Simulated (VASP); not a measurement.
Crystal: GaN.

```
Ga N
1.0
    -0.00750    2.24146    2.24146
     2.24146   -0.00750    2.24146
     2.24146    2.24146   -0.00750
Ga N
1 1
Cartesian
  -0.0011 -0.0011 -0.0011
  1.1200 1.1200 1.1200
```

This cell differs from its parent crystal: strain along [111] -0.5%.

Base run:

- Program: VASP 6.6.1
- Functional: r2SCAN
- Potentials or basis: VASP PAW PBE potentials, release 64 (Ga_d, N)
- Cutoff: 520 eV
- k mesh: 10 × 10 × 10
- Occupations: gaussian, width 0.01 eV
- Spin: no spin polarisation

Its results: band gap on the k mesh 2.17 eV, direct; pressure 2.3 GPa.

Question: The run is repeated on the same cell with these changes: functional from r2SCAN to PBE; k mesh from 10 × 10 × 10 to 6 × 6 × 6. What comes out?

Answer: Band gap on the k mesh 1.77 eV, direct; pressure 7.2 GPa.

Several settings changed at once, so the effect can't be laid on one alone.

Caveats: the PAW data sets were made with another functional, which shifts forces and pressure a little (some runs).

